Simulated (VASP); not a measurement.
Runs of VASP 6.6.1 on W. The structure is that of space group Im-3m (No. 229), or close to it. The cells are those of the table. 

| cell | gap on the mesh (eV) | pressure (GPa) |
| --- | --- | --- |
| a = 2.759 Å, angles 110.7°, 1 atom | none | 3.6 |
| a = 2.689 Å, angles 109.5°, 1 atom | none | 12.7 |
| a = 2.614 Å, angles 108.8°, 1 atom | none | (a) |
| a = 2.635 Å, angles 109.5°, 1 atom | none | 39.4 |
| a = 2.797 Å, angles 109.5°, 1 atom | none | (b) |
| a = 2.737 Å, angles 110.1°, 1 atom | none | (c) |
| a = 2.593 Å, angles 108.1°, 1 atom | none | 41.9 |
| a = 2.716 Å, angles 109.5°, 1 atom | none | 1.7 |

Alike in all rows: task single point; level LDA; potentials or basis VASP PAW LDA potentials, release 64 (W_sv); no spin polarisation; k mesh 20 × 20 × 20; cutoff (eV) 520; smearing gaussian 0.15 eV.

Q: Estimate the missing entries.

A: (a) 40.1; (b) -23.6; (c) 2.2.

Caveats: spin-orbit coupling is left out, which moves the levels of the heavy elements; the cell stands under pressure (at least some runs); the cell stands under tension (at least some runs).

A k mesh can miss the band edges, and the runs leave out spin-orbit coupling on W.

A gap of «none» marks levels without a gap at the run's occupations.
